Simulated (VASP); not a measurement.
# Bi (Im-3m) in VASP: a series of runs

Runs on Bi. Level: PBE. Tasks: single point.

Program: VASP 6.6.1. These are calculated values, not measurements. Logs are shortened: lines on timing, memory, paths and dates and some standing lists are left out, and cuts for length are marked.

### 1 The cell of the first run

It takes space group Im-3m (No. 229, cubic). The conventional cell has a = 3.363 Å, b = 3.363 Å, c = 3.363 Å, α = 90.00°, β = 90.00°, γ = 90.00°. Bi (site symmetry m-3m) has 14 Bi at 2.91 to 3.36 Å within 3.8 Å.

### 2 Single point, PBE (volume scaled by 0.6)

Input file INCAR:

```
SYSTEM = Bi
PREC = Accurate
ENCUT = 520
EDIFF = 1E-7
ISMEAR = -1
SIGMA = 0.08
LREAL = .FALSE.
LASPH = .TRUE.
NELM = 100
ALGO = Normal
ISIF = 2
LWAVE = .FALSE.
LCHARG = .FALSE.
GGA = PE
NBANDS = 14
```

Input file KPOINTS:

```
regular mesh
0
G
  13 13 13
  0 0 0
```

Input file POSCAR:

```
Bi
1.0
   -1.6813047890      1.6813047890      1.6813047890
    1.6813047890     -1.6813047890      1.6813047890
    1.6813047890      1.6813047890     -1.6813047890
Bi
1
Direct
    0.0000000000      0.0000000000      0.0000000000
```

Potentials or basis: VASP PAW PBE potentials, release 64 (Bi_d).

Run with:

```bash
cat potpaw_PBE.64/Bi_d/POTCAR > POTCAR
mpirun -np 1 vasp_std > vasp.out
```

OUTCAR:

```text
SYSTEM = Bi
   PREC = Accurate
   ENCUT = 520
   EDIFF = 1E-7
   ISMEAR = -1
   LREAL = .FALSE.
   LASPH = .TRUE.
   NELM = 100
   ISIF = 2
   GGA = PE

 ion  position               nearest neighbor table
   1  0.000  0.000  0.000-

  LATTYP: Found a body centered cubic cell.
 ALAT       =     3.3626095780

  Lattice vectors:

 A1 = (  -1.6813047890,   1.6813047890,   1.6813047890)
 A2 = (   1.6813047890,  -1.6813047890,   1.6813047890)
 A3 = (   1.6813047890,   1.6813047890,  -1.6813047890)

Analysis of symmetry for initial positions (statically):
=====================================================================
 Subroutine PRICEL returns:
 Original cell was already a primitive cell.

 Routine SETGRP: Setting up the symmetry group for a
 body centered cubic supercell.

 Subroutine GETGRP returns: Found 48 space group operations
 (whereof 48 operations were pure point group operations)
 out of a pool of 48 trial point group operations.

The static configuration has the point symmetry O_h .

Analysis of symmetry for dynamics (positions and initial velocities):
=====================================================================
 Subroutine PRICEL returns:
 Original cell was already a primitive cell.

 Routine SETGRP: Setting up the symmetry group for a
 body centered cubic supercell.

 Subroutine GETGRP returns: Found 48 space group operations
 (whereof 48 operations were pure point group operations)
 out of a pool of 48 trial point group operations.

The dynamic configuration has the point symmetry O_h .

 Subroutine INISYM returns: Found 48 space group operations
 (whereof 48 operations are pure point group operations),
 and found     1 'primitive' translations

----------------------------------------------------------------------------------------

                                     Primitive cell

  volume of cell :      19.0108

  direct lattice vectors                    reciprocal lattice vectors
    -1.681304789  1.681304789  1.681304789     0.000000000  0.297388078  0.297388078
     1.681304789 -1.681304789  1.681304789     0.297388078  0.000000000  0.297388078
     1.681304789  1.681304789 -1.681304789     0.297388078  0.297388078  0.000000000

  length of vectors
     2.912105318  2.912105318  2.912105318     0.420570253  0.420570253  0.420570253

  position of ions in fractional coordinates (direct lattice)
     0.000000000  0.000000000  0.000000000

  ion indices of the primitive-cell ions
   primitive index   ion index
                 1           1

----------------------------------------------------------------------------------------

 KPOINTS: regular mesh

Automatic generation of k-mesh.
 Grid dimensions read from file:
 generate k-points for:   13   13   13

 Generating k-lattice:

  Cartesian coordinates                     Fractional coordinates (reciprocal lattice)
     0.000000000  0.022876006  0.022876006     0.076923077  0.000000000  0.000000000
     0.022876006  0.000000000  0.022876006     0.000000000  0.076923077  0.000000000
     0.022876006  0.022876006  0.000000000     0.000000000  0.000000000  0.076923077

  Length of vectors
     0.032351558  0.032351558  0.032351558

  Shift w.r.t. Gamma in fractional coordinates (k-lattice)
     0.000000000  0.000000000  0.000000000

 Subroutine IBZKPT returns following result:
 ===========================================

 Found     84 irreducible k-points:

 Following reciprocal coordinates:
            Coordinates               Weight
  0.000000  0.000000  0.000000      1.000000
  0.076923  0.000000  0.000000     12.000000
  0.153846  0.000000  0.000000     12.000000
  0.230769  0.000000  0.000000     12.000000
  0.307692  0.000000  0.000000     12.000000
  0.384615  0.000000  0.000000     12.000000
[... 16 lines left out ...]
  0.153846  0.076923  0.076923     24.000000
  0.230769  0.076923  0.076923     24.000000
 [... further k-points ...]
   k-points           NKPTS =     84   k-points in BZ     NKDIM =     84   number of bands    NBANDS=     14
   number of dos      NEDOS =    301   number of ions     NIONS =      1
   total plane-waves  NPLWV =  13824
   dimension x,y,z NGX =    24 NGY =   24 NGZ =   24
   dimension x,y,z NGXF=    48 NGYF=   48 NGZF=   48
   ions per type =               1
   NGX,Y,Z   is equivalent  to a cutoff of  13.70, 13.70, 13.70 a.u.
   NGXF,Y,Z  is equivalent  to a cutoff of  27.40, 27.40, 27.40 a.u.
 SYSTEM =  Bi
   PREC   = accura    normal or accurate (medium, high low for compatibility)
   ISTART =      0    job   : 0-new  1-cont  2-samecut
   ICHARG =      2    charge: 1-file 2-atom 10-const
   ISPIN  =      1    spin polarized calculation?
   LNONCOLLINEAR =      F non collinear calculations
   LSORBIT =      F    spin-orbit coupling
   LASPH  =      T    aspherical Exc in radial PAW
   ENCUT  =  520.0 eV  38.22 Ry    6.18 a.u.   5.41  5.41  5.41*2*pi/ulx,y,z
   NELM   =    100;   NELMIN=  2; NELMDL= -5     # of ELM steps
   EDIFF  = 0.1E-06   stopping-criterion for ELM
   LREAL  =      F    real-space projection
   EDIFFG = 0.1E-05   stopping-criterion for IOM
   NSW    =      0    number of steps for IOM
   IBRION =     -1    ionic relax: 0-MD 1-quasi-New 2-CG
   NFREE  =      0    steps in history (QN), initial steepest desc. (CG)
   ISIF   =      2    stress and relaxation
   ISYM   =      2    0-nonsym 1-usesym 2-fastsym
   POTIM  = 0.5000    time-step for ionic-motion
   TEBEG  =    0.0;   TEEND  =   0.0 temperature during run
   PSTRESS=    0.0 pullay stress
   NELECT =      15.0000    total number of electrons
   NUPDOWN=      -1.0000    fix difference up-down
   EMIN   =  10.00;   EMAX   =-10.00  energy-range for DOS
   EFERMI =   0.00;   METHOD = LEGACY
   ISMEAR =    -1;   SIGMA  =   0.08  broadening in eV -4-tet -1-fermi 0-gaus
   EFERMI_NEDOS =   21; number of points for ismear=-14 and -15
   IALGO  =     38    algorithm
   IMIX   =      4    mixing-type and parameters
     AMIX     =   0.40;   BMIX     =  1.00
     AMIX_MAG =   1.60;   BMIX_MAG =  1.00
  volume/ion in A,a.u.               =      19.01       128.29
  Fermi-wavevector in a.u.,A,eV,Ry     =   1.512767  2.858716 31.136457  2.288465
  Thomas-Fermi vector in A             =   2.622648
   LORBIT       =      0    0 simple, 1 ext, 2 COOP (PROOUT), +10 PAW based schemes
   GGA     = PE    functional components
   LHFCALC =     F    Hartree Fock is set to
   AEXX    =    0.0000 exact exchange contribution
   IVDW    =     0    specifies the selected vdW correction
   LEPSILON=     F    determine dielectric tensor
   LRPA    =     F    only Hartree local field effects (RPA)
 non-spin polarized calculation
  energy-cutoff  :      520.00
  volume of cell :       19.01
 maximum number of plane-waves:       533
 NGX is ok and might be reduce to    24
   NGX = 11   NGY = 11   NGZ = 11

 number of electron      14.9999997 magnetization

 Free energy of the ion-electron system (eV)
  ---------------------------------------------------
  ext. energy  EPLUGINS =         0.00000000
  ---------------------------------------------------
  free energy    TOTEN  =        -1.65824402 eV

  energy without entropy =       -1.65174015  energy(sigma->0) =       -1.65499208

 E-fermi :  15.8656     XC(G=0): -12.8801

 val. band max:       15.7737565339   @ k =  -0.3846   0.3846   0.3077
 cond. band min:      15.9636030738   @ k =   0.1538   0.1538   0.0000
 fundamental gap:      0.1898465399
 Fermi energy:        15.8655748247

 k-point     1 :       0.0000    0.0000    0.0000
  band No.  band energies     occupation
      1      -8.2684      2.00000
      2      -8.2684      2.00000
      3      -8.2684      2.00000
      4      -7.6999      2.00000
      5      -7.6999      2.00000
      6      -2.5337      2.00000
      7      25.5596      0.00000
      8      25.5596      0.00000
      9      25.5596      0.00000
     10      25.7015      0.00000
     11      25.7015      0.00000
     12      25.7015      0.00000
     13      31.1930      0.00000
     14      31.1930      0.00000

 k-point     2 :       0.0769    0.0000    0.0000
  band No.  band energies     occupation
      1      -8.2811      2.00000
      2      -8.2559      2.00000
      3      -8.2188      2.00000
      4      -7.7139      2.00000
      5      -7.7007      2.00000
      6      -2.3512      2.00000
      7      23.5360      0.00000
      8      24.7992      0.00000
      9      24.9085      0.00000
     10      25.4813      0.00000
     11      25.6505      0.00000
     12      25.8826      0.00000
     13      31.4972      0.00000
     14      31.9143      0.00000

 k-point     3 :       0.1538    0.0000    0.0000
  band No.  band energies     occupation
      1      -8.3159      2.00000
      2      -8.2299      2.00000
      3      -8.0789      2.00000
      4      -7.7478      2.00000
      5      -7.7025      2.00000
      6      -1.7971      2.00000
      7      20.0330      0.00000
      8      23.2090      0.00000
      9      23.5674      0.00000
     10      25.0839      0.00000
     11      25.5262      0.00000
     12      26.5273      0.00000
     13      31.5315      0.00000
     14      32.7752      0.00000
[... 324 lines left out ...]
 k-point    23 :       0.1538    0.0769    0.0769
  band No.  band energies     occupation
      1      -8.3404      2.00000
      2      -8.2665      2.00000
      3      -7.8215      2.00000
      4      -7.7542      2.00000
      5      -7.7192      2.00000
      6      -0.4788      2.00000
      7      16.2383      0.01877
      8      19.2193      0.00000
      9      20.0672      0.00000
     10      27.0715      0.00000
     11      27.7574      0.00000
     12      28.5653      0.00000
     13      31.4891      0.00000
     14      32.1490      0.00000

 k-point    24 :       0.2308    0.0769    0.0769
  band No.  band energies     occupation
      1      -8.3879      2.00000
      2      -8.2508      2.00000
      3      -7.7681      2.00000
      4      -7.7124      2.00000
      5      -7.6576      2.00000
      6       0.8341      2.00000
      7      13.1829      2.00000
      8      17.7912      0.00000
      9      19.1286      0.00000
     10      27.1844      0.00000
     11      27.4212      0.00000
     12      29.8366      0.00000
     13      31.3024      0.00000
     14      33.7203      0.00000

 [... further k-points ...]

------------------------ aborting loop because EDIFF is reached ----------------------------------------

  FORCE on cell =-STRESS in cart. coord.  units (eV):
  Direction    XX          YY          ZZ          XY          YZ          ZX
  --------------------------------------------------------------------------------------
  -------------------------------------------------------------------------------------
  Total       10.2213750     10.2213750     10.2213750      0.0000000      0.0000000      0.0000000
  in kB      861.4311286    861.4311286    861.4311286      0.0000000      0.0000000      0.0000000
  external PRESSURE =     861.4311286 kB  Pullay stress =       0.0000000 kB

 VOLUME and BASIS-vectors are now :
 -----------------------------------------------------------------------------
  energy-cutoff  :      520.00
  volume of cell :       19.01
      direct lattice vectors                 reciprocal lattice vectors
    -1.681304789  1.681304789  1.681304789     0.000000000  0.297388078  0.297388078
     1.681304789 -1.681304789  1.681304789     0.297388078  0.000000000  0.297388078
     1.681304789  1.681304789 -1.681304789     0.297388078  0.297388078  0.000000000

 POSITION                                       TOTAL-FORCE (eV/Angst)
 -----------------------------------------------------------------------------------
      0.00000      0.00000      0.00000        -0.000000      0.000000     -0.000000
 -----------------------------------------------------------------------------------
    total drift:                                0.000000      0.000000      0.000000

  FREE ENERGIE OF THE ION-ELECTRON SYSTEM (eV)
  ---------------------------------------------------
  free  energy   TOTEN  =        -1.6582440239 eV

  energy  without entropy=       -1.6517401459  energy(sigma->0) =       -1.65499208
```

It took 28 s on 1 thread of Intel Xeon 8259CL, shared host; peak memory 0.15 GiB.

Results:

```
Free energy : -1.6582 eV
Pressure    : 86.1 GPa
```

Levels at points of the mesh, in eV from the Fermi level:
| k point | band 6 | band 7 | band 8 | band 9 | band 10 | band 11 |
| --- | --- | --- | --- | --- | --- | --- |
| (0.00, 0.00, 0.00) | -18.40 | 9.69 | 9.69 | 9.69 | 9.84 | 9.84 |

Caveat: spin-orbit coupling is left out, which moves the levels of the heavy elements.

### 3 Single point, PBE (volume scaled by 0.68)

Input file INCAR:

```
ALGO     = Normal         # electronic algorithm
EDIFF    = 1E-6           # SCF threshold, eV
ENCUT    = 520            # plane-wave cutoff, eV
GGA      = PE             # functional
ISIF     = 2              # what is computed and relaxed
ISMEAR   = -1             # smearing method
LASPH    = T              # aspherical terms in the spheres
LCHARG   = T              # write CHGCAR
LELF     = T              # ELF
LREAL    = F              # projectors in reciprocal space
LVHAR    = T            
LWAVE    = F              # write WAVECAR
NBANDS   = 14             # bands
NELM     = 80             # most SCF steps
PREC     = Accurate       # precision mode
SIGMA    = 0.08           # smearing width, eV
```

Input file KPOINTS:

```
k-points
0
Gamma
  13 13 13
```

Input file POSCAR:

```
Bi
1.0
   -1.7529344281      1.7529344281      1.7529344281
    1.7529344281     -1.7529344281      1.7529344281
    1.7529344281      1.7529344281     -1.7529344281
Bi
1
Direct
    0.0000000000      0.0000000000      0.0000000000
```

Potentials or basis: VASP PAW PBE potentials, release 64 (Bi_d).

Run with:

```bash
cat potpaw_PBE.64/Bi_d/POTCAR > POTCAR
mpirun -np 1 vasp_std > vasp.out
```

OUTCAR:

```text
EDIFF = 1E-6
   ENCUT = 520
   GGA = PE
   ISIF = 2
   ISMEAR = -1
   LASPH = T
   LREAL = F
   NELM = 80
   PREC = Accurate

 ion  position               nearest neighbor table
   1  0.000  0.000  0.000-

  LATTYP: Found a body centered cubic cell.
 ALAT       =     3.5058688562

  Lattice vectors:

 A1 = (  -1.7529344281,   1.7529344281,   1.7529344281)
 A2 = (   1.7529344281,  -1.7529344281,   1.7529344281)
 A3 = (   1.7529344281,   1.7529344281,  -1.7529344281)

Analysis of symmetry for initial positions (statically):
=====================================================================
 Subroutine PRICEL returns:
 Original cell was already a primitive cell.

 Routine SETGRP: Setting up the symmetry group for a
 body centered cubic supercell.

 Subroutine GETGRP returns: Found 48 space group operations
 (whereof 48 operations were pure point group operations)
 out of a pool of 48 trial point group operations.

The static configuration has the point symmetry O_h .

Analysis of symmetry for dynamics (positions and initial velocities):
[... 167 lines left out ...]
      3     -10.2242      2.00000
      4      -9.8229      2.00000
      5      -9.8229      2.00000
      6      -3.3926      2.00000
      7      21.7912      0.00000
      8      21.7912      0.00000
      9      21.7912      0.00000
     10      23.6408      0.00000
     11      23.6408      0.00000
     12      23.6408      0.00000
     13      27.9727      0.00000
     14      27.9727      0.00000
[... 377 lines left out ...]
      1     -10.3003      2.00000
      2     -10.1927      2.00000
      3      -9.8711      2.00000
      4      -9.8346      2.00000
      5      -9.7845      2.00000
      6      -0.4681      2.00000
      7      10.8637      2.00000
      8      15.2377      0.00000
      9      16.6620      0.00000
     10      24.1456      0.00000
     11      24.6083      0.00000
     12      26.5060      0.00000
     13      28.2746      0.00000
     14      30.5859      0.00000

 [... further k-points ...]

------------------------ aborting loop because EDIFF is reached ----------------------------------------

  FORCE on cell =-STRESS in cart. coord.  units (eV):
  Direction    XX          YY          ZZ          XY          YZ          ZX
  --------------------------------------------------------------------------------------
  -------------------------------------------------------------------------------------
  Total        6.4996485      6.4996485      6.4996485      0.0000000      0.0000000      0.0000000
  in kB      483.3296656    483.3296656    483.3296656      0.0000000      0.0000000      0.0000000
  external PRESSURE =     483.3296656 kB  Pullay stress =       0.0000000 kB

 VOLUME and BASIS-vectors are now :
 -----------------------------------------------------------------------------
  energy-cutoff  :      520.00
  volume of cell :       21.55
      direct lattice vectors                 reciprocal lattice vectors
    -1.752934428  1.752934428  1.752934428     0.000000000  0.285235997  0.285235997
     1.752934428 -1.752934428  1.752934428     0.285235997  0.000000000  0.285235997
     1.752934428  1.752934428 -1.752934428     0.285235997  0.285235997  0.000000000

 POSITION                                       TOTAL-FORCE (eV/Angst)
 -----------------------------------------------------------------------------------
      0.00000      0.00000      0.00000         0.000000      0.000000      0.000000
 -----------------------------------------------------------------------------------
    total drift:                                0.000000      0.000000     -0.000000

  FREE ENERGIE OF THE ION-ELECTRON SYSTEM (eV)
  ---------------------------------------------------
  free  energy   TOTEN  =        -2.6953934573 eV

  energy  without entropy=       -2.6822936865  energy(sigma->0) =       -2.68884357
```

It took 27 s on 1 thread of Intel Xeon 8259CL, shared host; peak memory 0.15 GiB.

What came out:

```yaml
Free_energy: -2.6954 eV
Pressure: 48.3 GPa
```

Caveat: spin-orbit coupling is left out, which moves the levels of the heavy elements.

### 4 Single point, PBE (volume scaled by 0.68)

Input file INCAR:

```
SYSTEM = Bi
  ALGO = Normal
  EDIFF = 1E-7
  ENCUT = 520
  GGA = PE
  ISIF = 2
  ISMEAR = -1
  LASPH = .TRUE.
  LCHARG = .FALSE.
  LREAL = .FALSE.
  LWAVE = .FALSE.
  NBANDS = 14
  NELM = 60
  PREC = Accurate
  SIGMA = 0.08
```

Input file KPOINTS:

```
k-points
0
G
  13 13 13
  0 0 0
```

POSCAR is that of step 3.

Run with:

```bash
cat potpaw_PBE.64/Bi_d/POTCAR > POTCAR
mpirun -np 1 vasp_std > vasp.out
```

Wall time 31 s (1 thread of Intel Xeon 8259CL, shared host); peak memory 0.15 GiB.

It converged, with:

* Free energy: -2.6954 eV
* Pressure: 48.4 GPa

Levels at points of the mesh, in eV from the Fermi level:
```
           k point  band 6  band 7  band 8  band 9  band 10  band 11
(0.00, 0.00, 0.00)  -16.79    8.39    8.39    8.39    10.24    10.24
```

Caveat: spin-orbit coupling is left out, which moves the levels of the heavy elements.
